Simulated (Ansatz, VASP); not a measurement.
## Lu4ZrO in VASP and in Ansatz

```xyz
6
Lattice="0.0000 4.0212 4.0212 4.0212 0.0000 4.0212 4.0212 4.0212 0.0000" Properties=species:S:1:pos:R:3 pbc="T T T"
Lu    3.0150    5.0275    5.0275
Lu    3.0150    3.0150    3.0150
Lu    5.0275    3.0150    5.0275
Lu    5.0275    5.0275    3.0150
Zr    6.0319    6.0319    6.0319
O     0.0000    0.0000    0.0000
```

Change from the starting cell: species swapped into the LaLuAl4 type (F-43m, No. 216).

Alike in both runs: task relaxation of cell and atoms; functional PBE; k mesh 4 × 4 × 4; occupations gaussian, width 0.1 eV; no spin polarisation.

|  | VASP | Ansatz |
| --- | --- | --- |
| version | VASP 6.6.1 | Ansatz 0.2.0 |
| potentials or method | VASP PAW PBE potentials, release 64 (Lu, Zr_sv, O), cutoff 600 eV | scalar-relativistic, plane waves, PAW |
| valence electrons in the cell | 118 | 118 |

Ansatz gave:

```
gap on the k mesh at the Fermi level, each at its own relaxed structure (eV) : none
relaxed volume (Å³/atom)                                                     : 26.88
relaxed cell length with the largest relative difference (Å)                 : 6.110
```

Q: Which values does VASP return?

A: gap on the k mesh at the Fermi level, each at its own relaxed structure (eV): none; relaxed volume (Å³/atom): 27.01; relaxed cell length with the largest relative difference (Å): 6.120.

A gap of «none» marks a metal or a gap that the smearing closes.

Spin-orbit coupling is off throughout. Noted on VASP's run: the volume moved by over 15 % at a fixed basis, so the end points are rough.
